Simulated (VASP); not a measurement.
Wanted: the native input for a VASP 6.6.1 run.

```
Task                   : single point
Functional             : LDA
Potentials or basis    : VASP PAW LDA potentials, release 64 (Pb_d, Se)
Cutoff                 : 520 eV
k mesh                 : 5 × 5 × 5
Occupations            : fermi-dirac, width 0.05 eV
Spin                   : non-collinear spin, zero start, spin-orbit coupling
Starting moments       : [[0.0, 0.0, 0.0], [0.0, 0.0, 0.0]] μB
Dipole correction      : no
Further INCAR settings : ALGO = Normal; EDIFF = 1e-06; NBANDS = 32
```

The structure of PbSe lies in POSCAR:

```
PbSe
1.0
    3.7843220000      0.0000000000      0.0000000000
    0.0000000000      3.7843220000      0.0000000000
    0.0000000000      0.0000000000      3.7843220000
Pb Se
1 1
Direct
    0.0000000000      0.0000000000      0.0000000000
    0.5000000000      0.5000000000      0.5000000000
```

One way to write it, as run:

INCAR

```
ALGO = Normal
EDIFF = 1E-6
ENCUT = 520
GGA_COMPAT = F
ISIF = 2
ISMEAR = -1
LASPH = T
LCHARG = F
LORBIT = 11
LORBMOM = T
LREAL = F
LSORBIT = T
LWAVE = F
MAGMOM = 0 0 0 0 0 0
NBANDS = 32
NELM = 150
PREC = Accurate
SIGMA = 0.05
```

KPOINTS

```
k-points
0
Gamma
  5 5 5
```

Potentials or basis: VASP PAW LDA potentials, release 64 (Pb_d, Se).

Command:

```console
$ cat potpaw_LDA.64/Pb_d/POTCAR potpaw_LDA.64/Se/POTCAR > POTCAR
$ mpirun -np 1 vasp_ncl > vasp.out
```

It gave:

- Pressure: -4.9 GPa
- Net moment: 0.00 μB per cell
- Valence electrons inside the program's atomic spheres: Pb 11.83; Se 3.75

It took 59 s on 1 thread of Intel Xeon 6975P-C, with other jobs on the host, peak memory 0.21 GiB.
